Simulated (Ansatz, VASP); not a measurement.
## Rb2YHgF6: VASP beside Ansatz

```xyz
10
Lattice="0.0000 4.7758 4.7758 4.7758 0.0000 4.7758 4.7758 4.7758 0.0000" Properties=species:S:1:pos:R:3 pbc="T T T"
Rb    7.1637    7.1637    7.1637
Rb    2.3879    2.3879    2.3879
Y     0.0000    0.0000    0.0000
Hg    4.7758    4.7758    4.7758
F     2.1830    4.7758    4.7758
F     4.7758    4.7758    2.1830
F     7.3686    4.7758    4.7758
F     4.7758    2.1830    4.7758
F     4.7758    7.3686    4.7758
F     4.7758    4.7758    7.3686
```

Alike in both runs: task single point; functional LDA; k mesh 4 × 4 × 4; occupations fermi-dirac, width 0.05 eV; no spin polarisation.

```csv
,VASP,Ansatz
version,VASP 6.6.1,Ansatz 0.2.0
potentials or method,"VASP PAW LDA potentials, release 64 (Rb_sv, Y_sv, Hg, F), cutoff 520 eV","plane waves, PAW"
valence electrons in the cell,83,91
```

```tsv
	VASP	Ansatz	Ansatz less VASP
rms of the force components (eV/Å)	0.123	0.131	+0.0080
```

LDA's correlation is that of Perdew and Zunger in VASP and of Perdew and Wang (1992) in Ansatz. Atom by atom the forces differ by 0.008 eV/Å (rms over components). VASP's potentials hold 83 valence electrons a cell and Ansatz's 91, so a difference there can come from the potentials and not from the codes.

Spin-orbit coupling is off throughout.
